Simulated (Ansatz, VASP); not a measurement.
## Fe: VASP beside Ansatz

File INCAR:

```
PREC = Accurate ; ENCUT = 520
EDIFF = 1E-6 ; ISMEAR = 0
SIGMA = 0.15 ; LREAL = False
LASPH = True ; NELM = 60
ALGO = Fast ; ISIF = 2
LWAVE = False ; LCHARG = False
GGA = PS ; NBANDS = 15
```

Contents of KPOINTS:

```
Automatic mesh
0
Gamma
  24 24 14
```

POSCAR

```
Fe
1.0
    2.4675063538      0.0000000000      0.0000000000
   -1.2337531769      2.1369231864      0.0000000000
    0.0000000000      0.0000000000      3.7387874400
Fe
2
Direct
    0.3333333333      0.6666666667      0.2500000000
    0.6666666667      0.3333333333      0.7500000000
```

Input for Ansatz:

```yaml
crystal:
  lattice:
    - [2.4675063538, 0.0, 0.0]
    - [-1.2337531769, 2.1369231864, 0.0]
    - [0.0, 0.0, 3.73878744]
  atoms:
    - { symbol: Fe, position: [0.3333333333, 0.6666666667, 0.25] }
    - { symbol: Fe, position: [0.6666666667, 0.3333333333, 0.75] }
basis:
  ecutwfc: 420
kpoints:
  mp_grid: { grid: [24, 24, 14] }
hamiltonian:
  xc: pbesol
scf:
  occupations: { method: gaussian, width: 0.15 }
output:
  forces: true
  stress: true
  eigenvalues: true
```

Alike in both runs: task single point; functional PBEsol; k mesh 24 × 24 × 14; occupations gaussian, width 0.15 eV; no spin polarisation.

|  | VASP | Ansatz |
| --- | --- | --- |
| version | VASP 6.6.1 | Ansatz 0.2.0 |
| potentials or method | VASP PAW PBE potentials, release 64 (Fe), cutoff 520 eV | scalar-relativistic, plane waves, PAW |
| valence electrons in the cell | 16 | 32 |

Ansatz gave:

| Item | Value |
| --- | --- |
| gap on the k mesh at the Fermi level (eV) | none |
| pressure (GPa) | -0.4 |
| traceless stress, the component that is largest in VASP (GPa) | 13.45 |

Question: Estimate VASP's values.

Answer: gap on the k mesh at the Fermi level (eV): none; pressure (GPa): -0.7; traceless stress, the component that is largest in VASP (GPa): 12.92.

VASP's potentials were made for PBE, not for PBEsol. A gap of «none» marks a metal or a gap that the smearing closes. VASP's potentials hold 16 valence electrons a cell and Ansatz's 32, so a difference there can come from the potentials and not from the codes.
